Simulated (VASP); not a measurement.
Wanted: the native input for a VASP 6.6.1 run.

```
Task                   : relaxation of cell and atoms
Functional             : PBEsol
Potentials or basis    : VASP PAW PBE potentials, release 64 (Zn, Se)
Cutoff                 : 600 eV
k mesh                 : 8 × 8 × 8
Occupations            : gaussian, width 0.01 eV
Spin                   : no spin polarisation
Target pressure        : -2 GPa
Dipole correction      : no
Further INCAR settings : ALGO = Normal; EDIFF = 1e-06; IBRION = 2; EDIFFG = -0.002; NSW = 100; ISIF = 3
```

The structure of ZnSe lies in POSCAR:

```
ZnSe
1.0
    2.8165925223      2.8165925223      0.0000000000
   -2.8165925223      2.8165925223      0.0000000000
    0.0000000000      2.8165925223      2.8165925223
Zn Se
1 1
Direct
    0.0000000000      0.0000000000      0.0000000000
    0.7500000000      0.2500000000      0.5000000000
```

These files were run (other wordings do the same):

INCAR

```
SYSTEM = ZnSe
PREC = Accurate ; ENCUT = 600
EDIFF = 1E-6 ; ISMEAR = 0
SIGMA = 0.01 ; LREAL = .FALSE.
LASPH = .TRUE. ; NELM = 60
ALGO = Normal ; ISIF = 3
LWAVE = .FALSE. ; LCHARG = .FALSE.
GGA = PS ; IBRION = 2
NSW = 100 ; EDIFFG = -0.002
PSTRESS = -20.0
```

KPOINTS

```
Automatic mesh
0
G
  8 8 8
  0 0 0
```

Potentials or basis: VASP PAW PBE potentials, release 64 (Zn, Se).

Command:

```bash
$ cat potpaw_PBE.64/Zn/POTCAR potpaw_PBE.64/Se/POTCAR > POTCAR
$ mpirun -np 1 vasp_std > vasp.out
```

Results of the run:

```json
{"Relaxed volume": "23.20 Å³/atom", "Relaxed cell": "a = 4.033 Å, b = 4.033 Å, c = 4.033 Å, α = 60.00°, β = 60.00°, γ = 90.00°", "Space group after relaxing (to 0.05 Å)": "F-43m (No. 216)", "Energy change on relaxing (the enthalpy is what falls)": "+4.9 meV/atom", "Ionic steps": "5", "Pressure after relaxing": "-2.0 GPa", "Band gap on the k mesh": "1.10 eV, direct"}
```

Caveat: the cell is relaxed towards a set pressure, so the enthalpy falls and the energy may rise; the PAW data sets were made with another functional, which shifts forces and pressure a little.

Run time: 77 s on 1 thread of AMD EPYC 7R13, on a shared host, peak memory 0.17 GiB.
